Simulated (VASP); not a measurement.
## SbS: single point with PBE

The system is SbS.

```
Sb S
1.0
     2.06031   -6.38464    0.00000
     2.06031    6.38464    0.00000
     0.00000    0.00000    3.62830
Sb S
2 2
Direct
  0.38624 0.61376 0.25000
  0.61376 0.38624 0.75000
  0.15065 0.84935 0.25000
  0.84935 0.15065 0.75000
```

```
Program                : VASP 6.6.1
Task                   : single point
Functional             : PBE
Potentials or basis    : VASP PAW PBE potentials, release 64 (Sb, S)
Cutoff                 : 520 eV
k mesh                 : 4 × 4 × 6
Occupations            : gaussian, width 0.1 eV
Spin                   : no spin polarisation
Dipole correction      : no
Further INCAR settings : ALGO = Normal; EDIFF = 1e-07; NBANDS = 19
```

The pressure is -0.3 GPa and the largest force is 0.023 eV/Å. The band gap on the k mesh is zero (band 11 reaches 8.12 eV, above the bottom of band 12 at 6.07 eV).

Forces in eV/Å, atoms in the order of the input:
```
Sb   0.000 -0.023  0.000
Sb   0.000  0.023  0.000
S    0.000  0.004  0.000
S    0.000 -0.004  0.000
```

Stress tensor (GPa, compression positive):
```
-0.57  0.00  0.00
 0.00 -0.01  0.00
 0.00  0.00 -0.28
```

Levels at points of the mesh, in eV from the Fermi level:
| k point | band 7 | band 8 | band 9 | band 10 | band 11 | band 12 | band 13 | band 14 | band 15 | band 16 |
| --- | --- | --- | --- | --- | --- | --- | --- | --- | --- | --- |
| (0.00, 0.00, 0.00) | -4.61 | -3.70 | -2.76 | -1.35 | 0.97 | 1.45 | 3.10 | 3.16 | 3.28 | 4.16 |
| (0.50, 0.00, 0.00) | -2.28 | -2.19 | -2.00 | -1.01 | 0.39 | 0.58 | 0.62 | 0.87 | 1.40 | 2.28 |
| (0.50, 0.50, 0.00) | -4.21 | -3.45 | -3.06 | -2.78 | -1.57 | 2.87 | 2.99 | 3.06 | 3.24 | 4.08 |
| (0.00, 0.00, 0.50) | -3.11 | -3.11 | -1.88 | -1.88 | -1.00 | -1.00 | -0.42 | -0.42 | 1.80 | 1.80 |
| (0.50, 0.00, 0.50) | -5.87 | -5.87 | -3.07 | -3.07 | -0.06 | -0.06 | 3.24 | 3.24 | 3.69 | 3.69 |
| (0.50, 0.50, 0.50) | -3.17 | -3.17 | -2.79 | -2.79 | -0.60 | -0.60 | -0.23 | -0.23 | 0.47 | 0.47 |

Run time: 77 s on 1 thread of Intel(R) Xeon(R) Platinum 8375C CPU @ 2.90GHz (Ice Lake), on a shared host, peak memory 0.26 GiB.

Caveat: the k points lie up to 0.40 Å⁻¹ apart; spin-orbit coupling is left out, which moves the levels of the heavy elements.
